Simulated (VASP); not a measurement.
Wanted: the native input for a VASP 6.6.1 run.

* Task: single point
* Functional: PBEsol
* Potentials or basis: VASP PAW PBE potentials, release 64 (Ag)
* Cutoff: 520 eV
* k mesh: 24 × 24 × 14
* Occupations: gaussian, width 0.15 eV
* Spin: no spin polarisation
* Dipole correction: no
* Further INCAR settings: ALGO = Fast; EDIFF = 1e-06; NBANDS = 18

The structure of Ag lies in POSCAR:

```
Ag
1.0
    2.8670626684      0.0000000000      0.0000000000
   -1.4335313342      2.4829491051      0.0000000000
    0.0000000000      0.0000000000      4.3154577346
Ag
2
Direct
    0.3333333333      0.6666666667      0.2500000000
    0.6666666667      0.3333333333      0.7500000000
```

This isn't the form of Ag at room conditions, which is fcc.

This cell differs from its parent crystal: strain +0.000 along x and y, -0.080 along z.

The input as run:

INCAR

```
SYSTEM = Ag
PREC     = Accurate       ! precision mode
ENCUT    = 520            ! plane-wave cutoff, eV
EDIFF    = 1E-6           ! SCF threshold, eV
ISMEAR   = 0              ! smearing method
SIGMA    = 0.15           ! smearing width, eV
LREAL    = .False.        ! projectors in reciprocal space
LASPH    = .True.         ! aspherical terms in the spheres
NELM     = 100            ! most SCF steps
ALGO     = Fast           ! electronic algorithm
ISIF     = 2              ! what is computed and relaxed
LWAVE    = .False.        ! write WAVECAR
LCHARG   = .True.         ! write CHGCAR
GGA      = PS             ! functional
LELF     = .True.         ! ELF
LVHAR    = .True.       
NBANDS   = 18             ! bands
```

KPOINTS

```
Automatic mesh
0
Gamma
  24 24 14
  0 0 0
```

Potentials or basis: VASP PAW PBE potentials, release 64 (Ag).

Command:

```console
$ cat potpaw_PBE.64/Ag/POTCAR > POTCAR
$ mpirun -np 1 vasp_std > vasp.out
```

It gave:

```
Pressure               : 13.3 GPa
Band gap on the k mesh : zero (bands 11 and 12 overlap by 7.45 eV)
```

Caveat: the cell differs from its parent crystal (strain +0.000 along x and y, -0.080 along z); the stress differs along the axes, from 9 to 22 GPa; the PAW data sets were made with another functional, which shifts forces and pressure a little.

Run time: 71 s on 1 thread of Intel(R) Xeon(R) 6975P-C (Granite Rapids) (shared host), peak memory 0.32 GiB.
